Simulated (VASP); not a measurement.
A run of VASP 6.6.1 is set up as follows.

The input INCAR:

```
PREC = Accurate
ENCUT = 520
EDIFF = 1E-6
ISMEAR = -1
SIGMA = 0.1
LREAL = F
LASPH = T
NELM = 60
ALGO = Normal
ISIF = 2
LWAVE = F
LCHARG = F
GGA = PS
NBANDS = 12
```

Contents of KPOINTS:

```
Automatic mesh
0
Gamma
  14 14 14
```

The input POSCAR:

```
Nb
1.0
    2.6830891365      0.0000000000      0.0000000000
    0.0000000000      2.6830891365      0.0000000000
    0.0000000000      0.0000000000      2.6830891365
Nb
1
Direct
    0.0000000000      0.0000000000      0.0000000000
```

Potentials or basis: VASP PAW PBE potentials, release 64 (Nb_sv).

Launch:

```console
$ cat potpaw_PBE.64/Nb_sv/POTCAR > POTCAR
$ mpirun -np 1 vasp_std > vasp.out
```

**Question.** Predict the band gap on the k mesh.

**Answer.** Zero (an odd number of electrons rules out a gap without spin polarisation).

**Question.** What does it give for the pressure?

**Answer.** -0.1 GPa.

Caveat: the PAW data sets were made with another functional, which shifts forces and pressure a little.
